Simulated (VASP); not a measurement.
A run of VASP 6.6.1:

INCAR

```
  PREC = Accurate
  ENCUT = 520
  EDIFF = 1E-7
  ISMEAR = -1
  SIGMA = 0.05
  LREAL = False
  LASPH = True
  NELM = 80
  ALGO = Normal
  ISIF = 2
  LWAVE = False
  LCHARG = True
  GGA = PS
  LELF = True
  LVHAR = True
  NBANDS = 16
```

File KPOINTS:

```
regular mesh
0
Gamma
  13 13 13
```

Contents of POSCAR:

```
TiRe
1.0
    3.1386496084      0.0000000000      0.0000000000
    0.0000000000      3.1386496084      0.0000000000
    0.0000000000      0.0000000000      3.1386496084
Ti Re
1 1
Direct
    0.5000000000      0.5000000000      0.5000000000
    0.0000000000      0.0000000000      0.0000000000
```

Potentials or basis: VASP PAW PBE potentials, release 64 (Ti_sv, Re).

Command:

```bash
$ cat potpaw_PBE.64/Ti_sv/POTCAR potpaw_PBE.64/Re/POTCAR > POTCAR
$ mpirun -np 1 vasp_std > vasp.out
```

Hardware: 1 thread of Intel(R) Xeon(R) Platinum 8259CL CPU @ 2.50GHz (Skylake/Cascade Lake), on a shared host.

Task: Estimate the wall time of this run.

Result: Wall time 27 s on 1 thread of Intel(R) Xeon(R) Platinum 8259CL CPU @ 2.50GHz (Skylake/Cascade Lake) (shared host), peak memory 0.17 GiB. Counts: scf iterations 15, k points 84.
